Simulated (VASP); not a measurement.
# ScAl3 (Cmmm) in VASP: notebook

Runs on ScAl3. Level: PBEsol. Tasks: single point.

All numbers are computed with VASP 6.6.1; they aren't measurements. Logs are shortened: lines on timing, memory, paths and dates and some standing lists are left out, and cuts for length are marked.

### Step 1. The cell of the first run

Symmetry: Cmmm, No. 65, orthorhombic system. Conventional cell: a = 5.578 Å, b = 5.938 Å, c = 4.071 Å, α = 90.00°, β = 90.00°, γ = 90.00°. Within 3.7 Å of Sc (site symmetry mmm) lie 12 Al at 2.79 to 2.97 Å. Al (site symmetry 2/m) has 8 Al at 2.79 to 2.97 Å and 4 Sc at 2.88 Å within 3.7 Å. Within 3.7 Å of Al (site symmetry mmm) lie 4 Sc at 2.79 to 2.97 Å and 8 Al at 2.88 Å.

### Step 2. Single point, PBEsol (strain +0.0625 x Voigt [0, 0, 0, 1, 0, 0])

INCAR

```
SYSTEM = ScAl3
  PREC = Accurate
  ENCUT = 520
  EDIFF = 1E-6
  ISMEAR = 0
  SIGMA = 0.15
  LREAL = .FALSE.
  LASPH = .TRUE.
  NELM = 100
  ALGO = Fast
  ISIF = 2
  LWAVE = .FALSE.
  LCHARG = .FALSE.
  GGA = PS
  NBANDS = 18
```

KPOINTS

```
Automatic mesh
0
G
  12 12 12
  0 0 0
```

POSCAR

```
ScAl3
1.0
    4.0712986163      0.0000000000      0.0000000000
    0.0000000000      4.0712986163      0.1272280818
    0.0000000000      0.1272280818      4.0712986163
Sc Al
1 3
Direct
    0.0000000000      0.0000000000      0.0000000000
    0.5000000000      0.0000000000      0.5000000000
    0.0000000000      0.5000000000      0.5000000000
    0.5000000000      0.5000000000      0.0000000000
```

Potentials or basis: VASP PAW PBE potentials, release 64 (Sc_sv, Al).

Command:

```console
> cat potpaw_PBE.64/Sc_sv/POTCAR potpaw_PBE.64/Al/POTCAR > POTCAR
> mpirun -np 1 vasp_std > vasp.out
```

OUTCAR:

```text
SYSTEM = ScAl3
   PREC = Accurate
   ENCUT = 520
   EDIFF = 1E-6
   ISMEAR = 0
   LREAL = .FALSE.
   LASPH = .TRUE.
   NELM = 100
   ISIF = 2
   GGA = PS

 ion  position               nearest neighbor table
   1  0.000  0.000  0.000-   3 2.79   3 2.79   2 2.88   2 2.88   4 2.88   4 2.88   2 2.88   4 2.88
                             2 2.88   4 2.88   3 2.97   3 2.97
   2  0.500  0.000  0.500-   4 2.79   4 2.79   1 2.88   1 2.88   3 2.88   3 2.88   1 2.88   3 2.88
                             1 2.88   3 2.88   4 2.97   4 2.97
   3  0.000  0.500  0.500-   1 2.79   1 2.79   2 2.88   4 2.88   4 2.88   2 2.88   2 2.88   4 2.88
                             4 2.88   2 2.88   1 2.97   1 2.97
   4  0.500  0.500  0.000-   2 2.79   2 2.79   1 2.88   3 2.88   1 2.88   3 2.88   1 2.88   3 2.88
                             3 2.88   1 2.88   2 2.97   2 2.97

  LATTYP: Found a base centered orthorhombic cell.
 ALAT       =     5.5777580408
 B/A-ratio  =     1.0645161291
 C/A-ratio  =     0.7299166774

  Lattice vectors:

 A1 = (   0.0000000000,  -0.1272280818,  -4.0712986163)
 A2 = (   0.0000000000,   4.0712986163,   0.1272280818)
 A3 = (   4.0712986163,   0.0000000000,   0.0000000000)

Analysis of symmetry for initial positions (statically):
=====================================================================
 Subroutine PRICEL returns:
 Original cell was already a primitive cell.

 Routine SETGRP: Setting up the symmetry group for a
 base centered orthorhombic supercell.

 Subroutine GETGRP returns: Found  8 space group operations
 (whereof  8 operations were pure point group operations)
 out of a pool of  8 trial point group operations.

The static configuration has the point symmetry D_2h.

Analysis of symmetry for dynamics (positions and initial velocities):
=====================================================================
 Subroutine PRICEL returns:
 Original cell was already a primitive cell.

 Routine SETGRP: Setting up the symmetry group for a
 base centered orthorhombic supercell.

 Subroutine GETGRP returns: Found  8 space group operations
 (whereof  8 operations were pure point group operations)
 out of a pool of  8 trial point group operations.

The dynamic configuration has the point symmetry D_2h.

 Subroutine INISYM returns: Found  8 space group operations
 (whereof  8 operations are pure point group operations),
 and found     1 'primitive' translations

----------------------------------------------------------------------------------------

                                     Primitive cell

  volume of cell :      67.4178

  direct lattice vectors                    reciprocal lattice vectors
     4.071298616  0.000000000  0.000000000     0.245621875  0.000000000  0.000000000
     0.000000000  4.071298616  0.127228082     0.000000000  0.245861975 -0.007683187
     0.000000000  0.127228082  4.071298616     0.000000000 -0.007683187  0.245861975

  length of vectors
     4.071298616  4.073286070  4.073286070     0.245621875  0.245981995  0.245981995

  position of ions in fractional coordinates (direct lattice)
     0.000000000  0.000000000  0.000000000
     0.500000000  0.000000000  0.500000000
     0.000000000  0.500000000  0.500000000
     0.500000000  0.500000000  0.000000000

  ion indices of the primitive-cell ions
   primitive index   ion index
                 1           1
                 2           2
                 3           3
                 4           4

----------------------------------------------------------------------------------------

 KPOINTS: Automatic mesh

Automatic generation of k-mesh.
 Grid dimensions read from file:
 generate k-points for:   12   12   12

 Generating k-lattice:

  Cartesian coordinates                     Fractional coordinates (reciprocal lattice)
     0.020468490  0.000000000  0.000000000     0.083333333  0.000000000  0.000000000
     0.000000000  0.020488498 -0.000640266     0.000000000  0.083333333 -0.000000000
     0.000000000 -0.000640266  0.020488498     0.000000000 -0.000000000  0.083333333

  Length of vectors
     0.020468490  0.020498500  0.020498500

  Shift w.r.t. Gamma in fractional coordinates (k-lattice)
     0.000000000  0.000000000  0.000000000

 Subroutine IBZKPT returns following result:
 ===========================================

 Found    301 irreducible k-points:

 Following reciprocal coordinates:
            Coordinates               Weight
  0.000000  0.000000  0.000000      1.000000
  0.083333  0.000000  0.000000      2.000000
  0.166667  0.000000  0.000000      2.000000
  0.250000  0.000000  0.000000      2.000000
  0.333333  0.000000  0.000000      2.000000
  0.416667  0.000000  0.000000      2.000000
[... 16 lines left out ...]
  0.083333  0.250000  0.000000      8.000000
  0.166667  0.250000  0.000000      8.000000
 [... further k-points ...]
   k-points           NKPTS =    301   k-points in BZ     NKDIM =    301   number of bands    NBANDS=     18
   number of dos      NEDOS =    301   number of ions     NIONS =      4
   total plane-waves  NPLWV =  27000
   dimension x,y,z NGX =    30 NGY =   30 NGZ =   30
   dimension x,y,z NGXF=    60 NGYF=   60 NGZF=   60
   ions per type =               1   3
   NGX,Y,Z   is equivalent  to a cutoff of  12.25, 12.24, 12.24 a.u.
   NGXF,Y,Z  is equivalent  to a cutoff of  24.50, 24.49, 24.49 a.u.
 SYSTEM =  ScAl3
   PREC   = accura    normal or accurate (medium, high low for compatibility)
   ISTART =      0    job   : 0-new  1-cont  2-samecut
   ICHARG =      2    charge: 1-file 2-atom 10-const
   ISPIN  =      1    spin polarized calculation?
   LNONCOLLINEAR =      F non collinear calculations
   LSORBIT =      F    spin-orbit coupling
   LASPH  =      T    aspherical Exc in radial PAW
   ENCUT  =  520.0 eV  38.22 Ry    6.18 a.u.   7.57  7.57  7.57*2*pi/ulx,y,z
   NELM   =    100;   NELMIN=  2; NELMDL= -5     # of ELM steps
   EDIFF  = 0.1E-05   stopping-criterion for ELM
   LREAL  =      F    real-space projection
   EDIFFG = 0.1E-04   stopping-criterion for IOM
   NSW    =      0    number of steps for IOM
   IBRION =     -1    ionic relax: 0-MD 1-quasi-New 2-CG
   NFREE  =      0    steps in history (QN), initial steepest desc. (CG)
   ISIF   =      2    stress and relaxation
   ISYM   =      2    0-nonsym 1-usesym 2-fastsym
   POTIM  = 0.5000    time-step for ionic-motion
   TEBEG  =    0.0;   TEEND  =   0.0 temperature during run
   PSTRESS=    0.0 pullay stress
   NELECT =      20.0000    total number of electrons
   NUPDOWN=      -1.0000    fix difference up-down
   EMIN   =  10.00;   EMAX   =-10.00  energy-range for DOS
   EFERMI =   0.00;   METHOD = LEGACY
   ISMEAR =     0;   SIGMA  =   0.15  broadening in eV -4-tet -1-fermi 0-gaus
   EFERMI_NEDOS =   21; number of points for ismear=-14 and -15
   IALGO  =     68    algorithm
   IMIX   =      4    mixing-type and parameters
     AMIX     =   0.40;   BMIX     =  1.00
     AMIX_MAG =   1.60;   BMIX_MAG =  1.00
  volume/ion in A,a.u.               =      16.85       113.74
  Fermi-wavevector in a.u.,A,eV,Ry     =   1.091842  2.063283 16.219777  1.192120
  Thomas-Fermi vector in A             =   2.228096
   LORBIT       =      0    0 simple, 1 ext, 2 COOP (PROOUT), +10 PAW based schemes
   GGA     = PS    functional components
   LHFCALC =     F    Hartree Fock is set to
   AEXX    =    0.0000 exact exchange contribution
   IVDW    =     0    specifies the selected vdW correction
   LEPSILON=     F    determine dielectric tensor
   LRPA    =     F    only Hartree local field effects (RPA)
 non-spin polarized calculation
 RMM-DIIS sequential band-by-band and
 Gauss-broadening in eV      SIGMA  =   0.15
  energy-cutoff  :      520.00
  volume of cell :       67.42
 maximum number of plane-waves:      1837
   NGX = 15   NGY = 15   NGZ = 15

 number of electron      19.9999999 magnetization

 Free energy of the ion-electron system (eV)
  ---------------------------------------------------
  ext. energy  EPLUGINS =         0.00000000
  ---------------------------------------------------
  free energy    TOTEN  =       -20.70780541 eV

  energy without entropy =      -20.69261694  energy(sigma->0) =      -20.70021117

 E-fermi :   7.3021     XC(G=0): -10.5487

 val. band max:        7.2938270618   @ k =   0.0833   0.2500   0.0000
 cond. band min:       7.3027012135   @ k =   0.0000   0.2500   0.1667
 fundamental gap:      0.0088741517
 Fermi energy:         7.3020998183

 k-point     1 :       0.0000    0.0000    0.0000
  band No.  band energies     occupation
      1     -41.3848      2.00000
      2     -20.1986      2.00000
      3     -20.1879      2.00000
      4     -20.1820      2.00000
      5      -2.7706      2.00000
      6       4.6731      2.00000
[... 10 lines left out ...]
     17      12.7069      0.00000
     18      13.1744      0.00000

 k-point     2 :       0.0833    0.0000    0.0000
  band No.  band energies     occupation
      1     -41.3847      2.00000
      2     -20.1984      2.00000
      3     -20.1903      2.00000
      4     -20.1818      2.00000
      5      -2.7058      2.00000
      6       4.0844      2.00000
[... 10 lines left out ...]
     17      12.3040      0.00000
     18      13.1758      0.00000

 k-point     3 :       0.1667    0.0000    0.0000
  band No.  band energies     occupation
      1     -41.3844      2.00000
      2     -20.1979      2.00000
      3     -20.1968      2.00000
      4     -20.1813      2.00000
      5      -2.5127      2.00000
      6       3.1383      2.00000
[... 10 lines left out ...]
     17      12.5958      0.00000
     18      13.0525      0.00000

 k-point     4 :       0.2500    0.0000    0.0000
  band No.  band energies     occupation
      1     -41.3841      2.00000
      2     -20.2056      2.00000
      3     -20.1972      2.00000
      4     -20.1806      2.00000
      5      -2.1960      2.00000
      6       2.1654      2.00000
[... 10 lines left out ...]
     17      12.6852      0.00000
     18      13.5868      0.00000

 k-point     5 :       0.3333    0.0000    0.0000
  band No.  band energies     occupation
      1     -41.3837      2.00000
      2     -20.2144      2.00000
      3     -20.1965      2.00000
      4     -20.1799      2.00000
      5      -1.7654      2.00000
      6       1.2429      2.00000
[... 10 lines left out ...]
     17      12.2663      0.00000
     18      13.0586      0.00000

 k-point     6 :       0.4167    0.0000    0.0000
  band No.  band energies     occupation
      1     -41.3835      2.00000
      2     -20.2208      2.00000
      3     -20.1960      2.00000
      4     -20.1794      2.00000
      5      -1.2507      2.00000
      6       0.4261      2.00000
[... 10 lines left out ...]
     17      11.9683      0.00000
     18      12.7516      0.00000

 k-point     7 :       0.5000    0.0000    0.0000
  band No.  band energies     occupation
      1     -41.3834      2.00000
      2     -20.2232      2.00000
      3     -20.1958      2.00000
      4     -20.1792      2.00000
      5      -0.8794      2.00000
      6      -0.0468      2.00000
[... 10 lines left out ...]
     17      11.8605      0.00000
     18      12.6778      0.00000

 k-point     8 :       0.0000    0.0833    0.0000
  band No.  band energies     occupation
      1     -41.3847      2.00000
      2     -20.1998      2.00000
      3     -20.1877      2.00000
      4     -20.1830      2.00000
      5      -2.7055      2.00000
      6       4.0900      2.00000
[... 10 lines left out ...]
     17      12.5437      0.00000
     18      12.7668      0.00000
[... 229 lines left out ...]
     17      12.0463      0.00000
     18      13.1735      0.00000

 k-point    20 :       0.4167    0.1667    0.0000
  band No.  band energies     occupation
      1     -41.3831      2.00000
      2     -20.2196      2.00000
      3     -20.2011      2.00000
      4     -20.1820      2.00000
      5      -1.0256      2.00000
      6       0.6647      2.00000
[... 10 lines left out ...]
     17      12.0264      0.00000
     18      13.1271      0.00000

 k-point    21 :       0.5000    0.1667    0.0000
  band No.  band energies     occupation
      1     -41.3830      2.00000
      2     -20.2219      2.00000
      3     -20.2009      2.00000
      4     -20.1818      2.00000
      5      -0.6756      2.00000
      6       0.2140      2.00000
[... 10 lines left out ...]
     17      11.9640      0.00000
     18      13.1769      0.00000

 k-point    22 :       0.0000    0.2500    0.0000
  band No.  band energies     occupation
      1     -41.3841      2.00000
      2     -20.2112      2.00000
      3     -20.1866      2.00000
      4     -20.1857      2.00000
      5      -2.1937      2.00000
      6       2.1726      2.00000
[... 10 lines left out ...]
     17      12.3472      0.00000
     18      13.2004      0.00000

 k-point    23 :       0.0833    0.2500    0.0000
  band No.  band energies     occupation
      1     -41.3840      2.00000
      2     -20.2110      2.00000
      3     -20.1889      2.00000
      4     -20.1855      2.00000
      5      -2.1315      2.00000
      6       2.2239      2.00000
[... 10 lines left out ...]
     17      12.3842      0.00000
     18      13.2751      0.00000

 k-point    24 :       0.1667    0.2500    0.0000
  band No.  band energies     occupation
      1     -41.3837      2.00000
      2     -20.2103      2.00000
      3     -20.1951      2.00000
      4     -20.1850      2.00000
      5      -1.9462      2.00000
      6       2.3740      2.00000
[... 10 lines left out ...]
     17      12.2918      0.00000
     18      12.9909      0.00000

 [... further k-points ...]

------------------------ aborting loop because EDIFF is reached ----------------------------------------

  FORCE on cell =-STRESS in cart. coord.  units (eV):
  Direction    XX          YY          ZZ          XY          YZ          ZX
  --------------------------------------------------------------------------------------
  -------------------------------------------------------------------------------------
  Total        0.0122380      0.4310958      0.4310958      0.0000000     -2.0536204      0.0000000
  in kB        0.2908348     10.2449502     10.2449502      0.0000000    -48.8040870      0.0000000
  external PRESSURE =       6.9269117 kB  Pullay stress =       0.0000000 kB

 VOLUME and BASIS-vectors are now :
 -----------------------------------------------------------------------------
  energy-cutoff  :      520.00
  volume of cell :       67.42
      direct lattice vectors                 reciprocal lattice vectors
     4.071298616  0.000000000  0.000000000     0.245621875  0.000000000  0.000000000
     0.000000000  4.071298616  0.127228082     0.000000000  0.245861975 -0.007683187
     0.000000000  0.127228082  4.071298616     0.000000000 -0.007683187  0.245861975

 POSITION                                       TOTAL-FORCE (eV/Angst)
 -----------------------------------------------------------------------------------
      0.00000      0.00000      0.00000         0.000000      0.000000      0.000000
      2.03565      0.06361      2.03565         0.000000     -0.000000      0.000000
      0.00000      2.09926      2.09926         0.000000     -0.000000      0.000000
      2.03565      2.03565      0.06361         0.000000     -0.000000      0.000000
 -----------------------------------------------------------------------------------
    total drift:                               -0.000000     -0.000000      0.000000

  FREE ENERGIE OF THE ION-ELECTRON SYSTEM (eV)
  ---------------------------------------------------
  free  energy   TOTEN  =       -20.7078054138 eV

  energy  without entropy=      -20.6926169355  energy(sigma->0) =      -20.70021117
```

Run time: 3.2 min. Hardware: 1 thread of AMD EPYC 9R45 (Zen 5), shared host; peak memory 0.4 GiB.

What came out:

| Item | Value |
| --- | --- |
| Free energy | -20.7078 eV |
| Pressure | 0.7 GPa |
| Band gap on the k mesh | zero (bands 10 and 11 overlap by 3.66 eV) |

Stress tensor (GPa, compression positive):
```
 0.03  0.00  0.00
 0.00  1.02 -4.88
 0.00 -4.88  1.02
```

Caveat: the cell differs from its parent crystal (strain +0.0625 x Voigt [0, 0, 0, 1, 0, 0]); the PAW data sets were made with another functional, which shifts forces and pressure a little.

[end of part 1 of 2]
